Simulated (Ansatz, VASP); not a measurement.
## Zr in VASP and in Ansatz

```
CELL_PARAMETERS angstrom
-1.81000 1.81000 1.75570
1.81000 -1.81000 1.75570
1.81000 1.81000 -1.75570
ATOMIC_POSITIONS crystal
Zr 0.00000 0.00000 0.00000
```

Change from the starting cell: zz strain of -3 %.

Alike in both runs: task single point; functional PBEsol; k mesh 14 × 14 × 14; occupations fermi-dirac, width 0.08 eV; no spin polarisation.

```csv
,VASP,Ansatz
version,VASP 6.6.1,Ansatz 0.2.0
potentials or method,"VASP PAW PBE potentials, release 64 (Zr_sv), cutoff 520 eV","all-electron LAPW, scalar-relativistic"
```

```csv
,VASP,Ansatz,Ansatz less VASP
pressure (GPa),-4.3,-4.4,-0.04
"traceless stress, the component that is largest in VASP (GPa)",-0.24,-0.24,0.000
```

VASP's potentials were made for PBE, not for PBEsol. Ansatz ran all-electron here, and VASP with PAW potentials.
